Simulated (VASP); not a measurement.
Mg2BeS3: relaxation of cell and atoms with PBE

Crystal: Mg2BeS3.

```
Mg Be S
1.0
     3.54743    0.00000    0.00000
    -1.77371    3.07216    0.00000
     0.00000    0.00000    8.81457
Mg Be S
2 1 3
Direct
  0.33333 0.66667 0.67490
  0.66667 0.33333 0.32510
  0.00000 0.00000 0.00000
  0.33333 0.66667 0.14397
  0.66667 0.33333 0.85603
  0.00000 0.00000 0.50000
```

The cell was generated, and may not be a known phase.

```
Program                : VASP 6.6.1
Task                   : relaxation of cell and atoms
Functional             : PBE
Potentials or basis    : VASP PAW PBE potentials, release 64 (Mg, Be, S)
Cutoff                 : 600 eV
k mesh                 : 12 × 12 × 4
Occupations            : gaussian, width 0.02 eV
Spin                   : no spin polarisation
Dipole correction      : no
Further INCAR settings : ALGO = Normal; EDIFF = 1e-07; IBRION = 2; EDIFFG = -0.01; NSW = 100; ISIF = 3
```

* Relaxed volume: 15.94 Å³/atom
* Relaxed cell: a = 3.544 Å, b = 3.544 Å, c = 8.793 Å, α = 90.00°, β = 90.00°, γ = 120.00°
* Space group after relaxing (to 0.1 Å): P-3m1 (No. 164)
* Energy gained by relaxing: 0.1 meV/atom
* Ionic steps: 3
* Pressure after relaxing: 0.0 GPa
* Band gap on the k mesh: 2.16 eV (least direct gap 2.79 eV)

Forces on the atoms (eV/Å):
```
Mg   0.000  0.000  0.003
Mg   0.000  0.000 -0.003
Be   0.000  0.000  0.000
S    0.000  0.000  0.002
S    0.000  0.000 -0.002
S    0.000  0.000  0.000
```

Stress tensor (GPa, compression positive):
```
 0.08  0.00  0.00
 0.00  0.08  0.00
 0.00  0.00 -0.05
```

The path:
| step | energy change (eV) | largest force (eV/Å) | pressure (GPa) | volume (Å³) |
| --- | --- | --- | --- | --- |
| 1 | 0.0000 | 0.0043 | -0.33 | 96.06 |
| 2 | -0.0005 | 0.0023 | 0.07 | 95.60 |
| 3 | -0.0006 | 0.0026 | 0.03 | 95.65 |

Final structure:
```
Mg Be S
1.0
     3.54411    0.00000    0.00000
    -1.77205    3.06929    0.00000
     0.00000    0.00000    8.79272
Mg Be S
2 1 3
Direct
  0.33333 0.66667 0.67492
  0.66667 0.33333 0.32508
  0.00000 0.00000 0.00000
  0.33333 0.66667 0.14398
  0.66667 0.33333 0.85602
  0.00000 0.00000 0.50000
```

Levels at points of the mesh, in eV from the valence-band top:
```
           k point  band 9  band 10  band 11  band 12  band 13  band 14  band 15  band 16
(0.00, 0.00, 0.00)   -0.40    -0.06    -0.06    -0.02     3.88     4.20     5.12     5.32
(0.50, 0.00, 0.00)   -2.02    -1.40    -1.19    -0.63     2.16     4.28     4.50     4.87
(0.00, 0.00, 0.50)   -0.26    -0.26    -0.14    -0.14     4.13     4.97     5.14     5.29
(0.50, 0.00, 0.50)   -2.19    -1.39    -0.54    -0.44     2.84     3.45     4.37     5.37
```

Run time: 4.7 min on 1 thread of Oxide Virtual Turin-like Processor (shared host), peak memory 0.29 GiB.

A k mesh can miss the band edges.
